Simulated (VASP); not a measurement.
Input of a VASP 6.6.1 run:

The input INCAR:

```
SYSTEM = Sb
AGGAC    = 1.0          
AGGAX    = 1.0          
ALDAC    = 0.0          
ALDAX    = 1.0          
ALGO     = Normal         ! electronic algorithm
EDIFF    = 1E-6           ! SCF threshold, eV
ENCUT    = 500            ! plane-wave cutoff, eV
GGA      = B5             ! functional
GGA_COMPAT= .False.      
ISIF     = 2              ! what is computed and relaxed
ISMEAR   = -1             ! smearing method
LASPH    = .True.         ! aspherical terms in the spheres
LCHARG   = .False.        ! write CHGCAR
LREAL    = .False.        ! projectors in reciprocal space
LWAVE    = .False.        ! write WAVECAR
NBANDS   = 22             ! bands
NELM     = 120            ! most SCF steps
PREC     = Accurate       ! precision mode
SIGMA    = 0.1            ! smearing width, eV
```

File KPOINTS:

```
k-points
0
Gamma
  9 9 9
  0 0 0
```

File POSCAR:

```
Sb
1.0
    2.1283567806      1.2288073602      8.5155463355
   -2.1283567806      1.2288073602      8.5155463355
    0.0000000000     -2.4576147204      8.5155463355
Sb
2
Direct
    0.1982491987      0.1982491987      0.1982491987
    0.8017508013      0.8017508013      0.8017508013
```

Potentials or basis: VASP PAW PBE potentials, release 64 (Sb_d_GW).

Launch:

```bash
$ cat potpaw_PBE.64/Sb_d_GW/POTCAR > POTCAR
$ mpirun -np 1 vasp_std > vasp.out
```

**Question.** Predict the pressure.

**Answer.** 0.0 GPa.

**Question.** Predict the largest force.

**Answer.** 0.009 eV/Å.

Forces in eV/Å, atoms in the order of the input:
```
Sb   0.000  0.000  0.009
Sb   0.000  0.000 -0.009
```

Caveat: the PAW data sets were made with another functional, which shifts forces and pressure a little.
